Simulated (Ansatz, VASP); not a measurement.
KBr: VASP beside Ansatz

```
K Br
1.0
     0.05846    3.68830    3.68830
     3.68830    0.05846    3.68830
     3.74676    3.74676    0.00000
K Br
1 1
Direct
  0.00361 0.00361 0.99639
  0.24639 0.24639 0.25361
```

Change from the starting cell: shear_xy strain +3.2%.

Alike in both runs: task single point; functional HSE06; k mesh 4 × 4 × 4; no spin polarisation.

|  | VASP | Ansatz |
| --- | --- | --- |
| version | VASP 6.6.1 | Ansatz 0.2.0 |
| potentials or method | VASP PAW PBE potentials, release 64 (K_sv, Br) | plane waves, PAW |
| plane-wave cutoff (eV) | 520 | 420 |
| occupations | gaussian, width 0.01 eV | fixed |
| valence electrons in the cell | 16 | 16 |

VASP gave:

- gap on the k mesh at the Fermi level (eV): 5.37
- pressure (GPa): 0.2
- traceless stress, the component that is largest in VASP (GPa): -0.08

Question: Estimate Ansatz's values.

Answer: gap on the k mesh at the Fermi level (eV): 5.37; pressure (GPa): 0.1; traceless stress, the component that is largest in VASP (GPa): -0.08.

Ansatz's warnings: stress exchange threshold loose, stress scf threshold loose.
